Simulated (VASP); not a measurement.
A run of VASP 6.6.1 is set up as follows.

File INCAR:

```
  PREC = Accurate
  ENCUT = 520
  EDIFF = 1E-7
  ISMEAR = -1
  SIGMA = 0.1
  LREAL = F
  LASPH = T
  NELM = 100
  ALGO = Normal
  ISIF = 2
  LWAVE = F
  LCHARG = F
  GGA = PE
  NBANDS = 18
```

The input KPOINTS:

```
regular mesh
0
Gamma
  10 10 6
```

File POSCAR:

```
Y
1.0
    1.8259954025      3.1627168115      0.0000000000
   -1.8259954025      3.1627168115      0.0000000000
    0.0000000000      0.0000000000      5.7013006508
Y
2
Direct
    0.3333333333      0.3333333333      0.2500000000
    0.6666666667      0.6666666667      0.7500000000
```

Potentials or basis: VASP PAW PBE potentials, release 64 (Y_sv).

The run is started by

```console
$ cat potpaw_PBE.64/Y_sv/POTCAR > POTCAR
$ mpirun -np 1 vasp_std > vasp.out
```

**Question.** Estimate the band gap on the k mesh.

**Answer.** Zero (band 11 reaches 3.96 eV, above the bottom of band 12 at 2.51 eV).

**Question.** Estimate the pressure.

**Answer.** -0.1 GPa.
